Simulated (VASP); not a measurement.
# Al7BN8 (Cm) in VASP: single point with PBEsol

Aim: the single point of Al7BN8 with PBEsol.

Everything below comes from runs of VASP 6.6.1. Logs are shortened: lines on timing, memory, paths and dates and some standing lists are left out, and cuts for length are marked.

### 1 The cell of the first run

Symmetry: Cm, No. 8, monoclinic system. Conventional cell: a = 9.772 Å, b = 6.098 Å, c = 7.188 Å, α = 90.00°, β = 132.65°, γ = 90.00°. B (site symmetry m) has 4 N at 1.62 to 1.70 Å within 2.2 Å. Al (site symmetry 1) has 4 N at 1.85 to 1.94 Å within 2.5 Å. Within 2.4 Å of Al (site symmetry m) lie 4 N at 1.84 to 1.92 Å. Al (site symmetry 1) has 4 N at 1.84 to 1.93 Å within 2.4 Å. Al (site symmetry m) has 4 N at 1.84 to 1.91 Å within 2.4 Å. Within 2.5 Å of Al (site symmetry m) lie 4 N at 1.86 to 1.89 Å. Within 2.2 Å of N (site symmetry m) lie 1 B at 1.62 Å and 3 Al at 1.89 to 1.91 Å. N (site symmetry m) has 4 Al at 1.84 Å within 2.4 Å.

### 2 Single point, PBEsol

The input, INCAR:

```
PREC     = Accurate       # precision mode
ENCUT    = 600            # plane-wave cutoff, eV
EDIFF    = 1E-6           # SCF threshold, eV
ISMEAR   = 0              # smearing method
SIGMA    = 0.02           # smearing width, eV
LREAL    = F              # projectors in reciprocal space
LASPH    = T              # aspherical terms in the spheres
NELM     = 120            # most SCF steps
ALGO     = Normal         # electronic algorithm
ISIF     = 2              # what is computed and relaxed
LWAVE    = F              # write WAVECAR
LCHARG   = F              # write CHGCAR
GGA      = PS             # functional
NBANDS   = 46             # bands
GGA_COMPAT= F
```

The input, KPOINTS:

```
regular mesh
0
Gamma
  8 8 8
```

The input, POSCAR:

```
Al7BN8
1.0
    3.0489059900     -0.0073791820      4.8861350928
    3.0489059900      0.0073791820     -4.8861350928
   -3.0489059900      5.2868381528     -0.0079587275
B Al N
1 7 8
Direct
    0.1714628011      0.1618417839      0.3333045849
    0.1614662288      0.1602903271      0.8326926490
    0.6683880717      0.6683411934      0.3367292651
    0.6724023219      0.6712264201      0.8326926490
    0.0829413024      0.5852757663      0.1715676718
    0.5862919055      0.0886263694      0.1715676718
    0.0870715736      0.5726933455      0.6597649192
    0.5739507245      0.0894524452      0.6634031698
    0.3362105948      0.9941638608      0.3303744556
    0.8560671510      0.4788022034      0.3348693543
    0.3562932955      0.9689678432      0.8343938044
    0.8654259612      0.4781005089      0.8343938044
    0.2645350742      0.3734085097      0.1831407044
    0.2693254177      0.3651957545      0.6345211722
    0.8097321947      0.9186056302      0.1831407044
    0.7664353815      0.8970080383      0.6634434197
```

Potentials or basis: VASP PAW PBE potentials, release 64 (B, Al, N).

On the command line:

```console
$ cat potpaw_PBE.64/B/POTCAR potpaw_PBE.64/Al/POTCAR potpaw_PBE.64/N/POTCAR > POTCAR
$ mpirun -np 1 vasp_std > vasp.out
```

OUTCAR:

```text
PREC = Accurate
   ENCUT = 600
   EDIFF = 1E-6
   ISMEAR = 0
   LREAL = F
   LASPH = T
   NELM = 120
   ISIF = 2
   GGA = PS

 ion  position               nearest neighbor table
   1  0.171  0.162  0.333-   9 1.62  14 1.68  13 1.70  15 1.70
   2  0.161  0.160  0.833-  16 1.85  11 1.89  13 1.93  14 1.94   8 2.97   4 2.98   7 2.98   6 3.01
                             3 3.02   5 3.05   7 3.06   8 3.06   3 3.09   4 3.12
   3  0.668  0.668  0.337-  10 1.84  16 1.84  15 1.92  13 1.92   5 3.00   6 3.00   2 3.02   4 3.02
                             6 3.02   5 3.02   7 3.03   8 3.06   4 3.09   2 3.09
   4  0.672  0.671  0.833-  16 1.85  12 1.89  15 1.93  14 1.94   8 2.97   2 2.98   7 2.98   5 3.01
                             3 3.02   6 3.05   7 3.06   8 3.06   3 3.09   2 3.12
   5  0.083  0.585  0.172-  10 1.84  12 1.86   9 1.91  13 1.93   7 2.99   3 3.00   4 3.01   8 3.02
                             3 3.02   6 3.03   2 3.05   6 3.07   8 3.08   7 3.11
   6  0.586  0.089  0.172-  10 1.84  11 1.86   9 1.91  15 1.93   7 2.99   3 3.00   2 3.01   8 3.02
                             3 3.02   5 3.03   4 3.05   5 3.07   8 3.08   7 3.11
   7  0.087  0.573  0.660-  10 1.84  12 1.87  11 1.87  14 1.91   2 2.98   4 2.98   6 2.99   5 2.99
                             3 3.03   8 3.05   8 3.05   4 3.06   2 3.06   5 3.11   6 3.11
   8  0.574  0.089  0.663-  11 1.86  12 1.86  16 1.88   9 1.89   4 2.97   2 2.97   5 3.02   6 3.02
                             7 3.05   7 3.05   3 3.06   2 3.06   4 3.06   6 3.08   5 3.08
   9  0.336  0.994  0.330-   1 1.62   8 1.89   6 1.91   5 1.91
  10  0.856  0.479  0.335-   5 1.84   6 1.84   7 1.84   3 1.84
  11  0.356  0.969  0.834-   8 1.86   6 1.86   7 1.87   2 1.89
  12  0.865  0.478  0.834-   8 1.86   5 1.86   7 1.87   4 1.89
  13  0.265  0.373  0.183-   1 1.70   3 1.92   5 1.93   2 1.93
  14  0.269  0.365  0.635-   1 1.68   7 1.91   4 1.94   2 1.94
  15  0.810  0.919  0.183-   1 1.70   3 1.92   6 1.93   4 1.93
  16  0.766  0.897  0.663-   3 1.84   2 1.85   4 1.85   8 1.88

  LATTYP: Found a base centered monoclinic cell.
 ALAT       =     9.7722813298
 B/A-ratio  =     0.6239906296
 C/A-ratio  =     0.7355637069
 COS(beta)  =    -0.6775328086

  Lattice vectors:

 A1 = (   3.0489059900,   0.0073791820,  -4.8861350928)
 A2 = (  -3.0489059900,   0.0073791820,  -4.8861350928)
 A3 = (   0.0000000000,   5.2794589708,   4.8781763653)

Analysis of symmetry for initial positions (statically):
=====================================================================
 Subroutine PRICEL returns:
 Original cell was already a primitive cell.

 Routine SETGRP: Setting up the symmetry group for a
 base centered monoclinic supercell.

 Subroutine GETGRP returns: Found  2 space group operations
 (whereof  2 operations were pure point group operations)
 out of a pool of  4 trial point group operations.

The static configuration has the point symmetry C_1h.

Analysis of symmetry for dynamics (positions and initial velocities):
=====================================================================
 Subroutine PRICEL returns:
 Original cell was already a primitive cell.

 Routine SETGRP: Setting up the symmetry group for a
 base centered monoclinic supercell.

 Subroutine GETGRP returns: Found  2 space group operations
 (whereof  2 operations were pure point group operations)
 out of a pool of  4 trial point group operations.

The dynamic configuration has the point symmetry C_1h.

 Subroutine INISYM returns: Found  2 space group operations
 (whereof  2 operations are pure point group operations),
 and found     1 'primitive' translations

----------------------------------------------------------------------------------------

                                     Primitive cell

  volume of cell :     157.5196

  direct lattice vectors                    reciprocal lattice vectors
     3.048905990 -0.007379182  4.886135093     0.163993249  0.094728748  0.102473430
     3.048905990  0.007379182 -4.886135093     0.163993249  0.094420654 -0.102187771
    -3.048905990  5.286838153 -0.007958728     0.000000000  0.189149402  0.000285659

  length of vectors
     5.759357458  5.759357458  6.102995062     0.215332592  0.215061354  0.189149617

  position of ions in fractional coordinates (direct lattice)
     0.171462801  0.161841784  0.333304585
     0.161466229  0.160290327  0.832692649
     0.668388072  0.668341193  0.336729265
     0.672402322  0.671226420  0.832692649
     0.082941302  0.585275766  0.171567672
     0.586291905  0.088626369  0.171567672
[... 8 lines left out ...]
     0.809732195  0.918605630  0.183140704
     0.766435382  0.897008038  0.663443420

  ion indices of the primitive-cell ions
   primitive index   ion index
                 1           1
                 2           2
                 3           3
                 4           4
                 5           5
                 6           6
[... 8 lines left out ...]
                15          15
                16          16

----------------------------------------------------------------------------------------

 KPOINTS: regular mesh

Automatic generation of k-mesh.
 Grid dimensions read from file:
 generate k-points for:    8    8    8

 Generating k-lattice:

  Cartesian coordinates                     Fractional coordinates (reciprocal lattice)
     0.020499156  0.011841093  0.012809179     0.125000000  0.000000000 -0.000000000
     0.020499156  0.011802582 -0.012773471     0.000000000  0.125000000 -0.000000000
     0.000000000  0.023643675  0.000035707     0.000000000 -0.000000000  0.125000000

  Length of vectors
     0.026916574  0.026882669  0.023643702

  Shift w.r.t. Gamma in fractional coordinates (k-lattice)
     0.000000000  0.000000000  0.000000000

 Subroutine IBZKPT returns following result:
 ===========================================

 Found    150 irreducible k-points:

 Following reciprocal coordinates:
            Coordinates               Weight
  0.000000  0.000000  0.000000      1.000000
  0.125000  0.000000  0.000000      4.000000
  0.250000  0.000000  0.000000      4.000000
  0.375000 -0.000000  0.000000      4.000000
  0.500000  0.000000  0.000000      2.000000
  0.000000  0.125000  0.000000      4.000000
[... 16 lines left out ...]
  0.125000  0.375000  0.000000      4.000000
  0.250000  0.375000  0.000000      4.000000
 [... further k-points ...]
   k-points           NKPTS =    150   k-points in BZ     NKDIM =    150   number of bands    NBANDS=     46
   number of dos      NEDOS =    301   number of ions     NIONS =     16
   total plane-waves  NPLWV = 115200
   dimension x,y,z NGX =    48 NGY =   48 NGZ =   50
   dimension x,y,z NGXF=    96 NGYF=   96 NGZF=  100
   ions per type =               1   7   8
   NGX,Y,Z   is equivalent  to a cutoff of  13.86, 13.86, 13.62 a.u.
   NGXF,Y,Z  is equivalent  to a cutoff of  27.71, 27.71, 27.24 a.u.
 SYSTEM =  unknown system
   PREC   = accura    normal or accurate (medium, high low for compatibility)
   ISTART =      0    job   : 0-new  1-cont  2-samecut
   ICHARG =      2    charge: 1-file 2-atom 10-const
   ISPIN  =      1    spin polarized calculation?
   LNONCOLLINEAR =      F non collinear calculations
   LSORBIT =      F    spin-orbit coupling
   LASPH  =      T    aspherical Exc in radial PAW
   ENCUT  =  600.0 eV  44.10 Ry    6.64 a.u.  11.50 11.50 12.19*2*pi/ulx,y,z
   NELM   =    120;   NELMIN=  2; NELMDL= -5     # of ELM steps
   EDIFF  = 0.1E-05   stopping-criterion for ELM
   LREAL  =      F    real-space projection
   EDIFFG = 0.1E-04   stopping-criterion for IOM
   NSW    =      0    number of steps for IOM
   IBRION =     -1    ionic relax: 0-MD 1-quasi-New 2-CG
   NFREE  =      0    steps in history (QN), initial steepest desc. (CG)
   ISIF   =      2    stress and relaxation
   ISYM   =      2    0-nonsym 1-usesym 2-fastsym
   POTIM  = 0.5000    time-step for ionic-motion
   TEBEG  =    0.0;   TEEND  =   0.0 temperature during run
   PSTRESS=    0.0 pullay stress
   NELECT =      64.0000    total number of electrons
   NUPDOWN=      -1.0000    fix difference up-down
   EMIN   =  10.00;   EMAX   =-10.00  energy-range for DOS
   EFERMI =   0.00;   METHOD = LEGACY
   ISMEAR =     0;   SIGMA  =   0.02  broadening in eV -4-tet -1-fermi 0-gaus
   EFERMI_NEDOS =   21; number of points for ismear=-14 and -15
   IALGO  =     38    algorithm
   IMIX   =      4    mixing-type and parameters
     AMIX     =   0.40;   BMIX     =  1.00
     AMIX_MAG =   1.60;   BMIX_MAG =  1.00
  volume/ion in A,a.u.               =       9.84        66.44
  Fermi-wavevector in a.u.,A,eV,Ry     =   1.212523  2.291336 20.003448  1.470212
  Thomas-Fermi vector in A             =   2.348004
   LORBIT       =      0    0 simple, 1 ext, 2 COOP (PROOUT), +10 PAW based schemes
   GGA     = PS    functional components
   LHFCALC =     F    Hartree Fock is set to
   AEXX    =    0.0000 exact exchange contribution
   IVDW    =     0    specifies the selected vdW correction
   LEPSILON=     F    determine dielectric tensor
   LRPA    =     F    only Hartree local field effects (RPA)
 non-spin polarized calculation
 Gauss-broadening in eV      SIGMA  =   0.02
  energy-cutoff  :      600.00
  volume of cell :      157.52
 maximum number of plane-waves:      5280
 NGX is ok and might be reduce to    48
   NGX = 23   NGY = 23   NGZ = 25

 number of electron      63.9999999 magnetization

 Free energy of the ion-electron system (eV)
  ---------------------------------------------------
  ext. energy  EPLUGINS =         0.00000000
  ---------------------------------------------------
  free energy    TOTEN  =      -125.99513465 eV

  energy without entropy =     -125.99513465  energy(sigma->0) =     -125.99513465

 E-fermi :   6.3495     XC(G=0): -11.2871

 val. band max:        6.2452393866   @ k =   0.0000   0.0000   0.0000
 cond. band min:       9.8362875471   @ k =   0.0000   0.0000   0.0000
 fundamental gap:      3.5910481605
 Fermi energy:         6.3495045820

 k-point     1 :       0.0000    0.0000    0.0000
  band No.  band energies     occupation
      1      -9.4759      2.00000
      2      -7.3352      2.00000
      3      -7.0423      2.00000
      4      -6.9330      2.00000
      5      -6.7742      2.00000
      6      -6.7510      2.00000
[... 1117 lines left out ...]
     43      15.0673      0.00000
     44      15.5299      0.00000

 [... further k-points ...]

 [bands above 44 left out]

------------------------ aborting loop because EDIFF is reached ----------------------------------------

  FORCE on cell =-STRESS in cart. coord.  units (eV):
  Direction    XX          YY          ZZ          XY          YZ          ZX
  --------------------------------------------------------------------------------------
  -------------------------------------------------------------------------------------
  Total       -0.1010285     -0.0954379     -0.1011075      0.0000000      0.0029080      0.0000000
  in kB       -1.0275907     -0.9707263     -1.0283937      0.0000000      0.0295782      0.0000000
  external PRESSURE =      -1.0089036 kB  Pullay stress =       0.0000000 kB

 VOLUME and BASIS-vectors are now :
 -----------------------------------------------------------------------------
  energy-cutoff  :      600.00
  volume of cell :      157.52
      direct lattice vectors                 reciprocal lattice vectors
     3.048905990 -0.007379182  4.886135093     0.163993249  0.094728748  0.102473430
     3.048905990  0.007379182 -4.886135093     0.163993249  0.094420654 -0.102187771
    -3.048905990  5.286838153 -0.007958728     0.000000000  0.189149402  0.000285659

 POSITION                                       TOTAL-FORCE (eV/Angst)
 -----------------------------------------------------------------------------------
      0.00000      1.76206      0.04436        -0.000000     -0.001007     -0.007570
     -1.55780      4.40230     -0.00088         0.002827      0.001735     -0.000553
      3.04891      1.78023     -0.00245        -0.000000     -0.002716     -0.003767
      1.55780      4.40230     -0.00088        -0.002827      0.001735     -0.000553
      1.51424      0.91076     -2.45584         0.003633     -0.000162      0.002379
      1.53467      0.90338      2.43030        -0.003633     -0.000162      0.002379
[... 8 lines left out ...]
      4.71116      0.96904     -0.53343        -0.011612     -0.005485     -0.004208
      3.04891      3.50848     -0.64328        -0.000000     -0.001519     -0.007400
 -----------------------------------------------------------------------------------
    total drift:                               -0.000011     -0.000047      0.001067

  FREE ENERGIE OF THE ION-ELECTRON SYSTEM (eV)
  ---------------------------------------------------
  free  energy   TOTEN  =      -125.9951346524 eV

  energy  without entropy=     -125.9951346524  energy(sigma->0) =     -125.99513465
```

It took 10 min on 1 thread of Intel Xeon 6975P-C (Granite Rapids), shared host; peak memory 1 GiB.

What came out:

| Quantity | Value |
| --- | --- |
| Free energy | -125.9951 eV |
| Pressure | -0.1 GPa |
| Largest force | 0.017 eV/Å |
| Band gap on the k mesh | 3.59 eV |

Forces in eV/Å, atoms in the order of the input:
```
B    0.000 -0.001 -0.008
Al   0.003  0.002 -0.001
Al   0.000 -0.003 -0.004
Al  -0.003  0.002 -0.001
Al   0.004  0.000  0.002
Al  -0.004  0.000  0.002
Al   0.000  0.002  0.000
Al   0.000 -0.001  0.003
N    0.000 -0.002  0.017
N    0.000  0.000  0.003
N   -0.001  0.001  0.001
N    0.001  0.001  0.001
N    0.012 -0.005 -0.004
N    0.000  0.012 -0.002
N   -0.012 -0.005 -0.004
N    0.000 -0.002 -0.007
```

Caveat: the PAW data sets were made with another functional, which shifts forces and pressure a little.
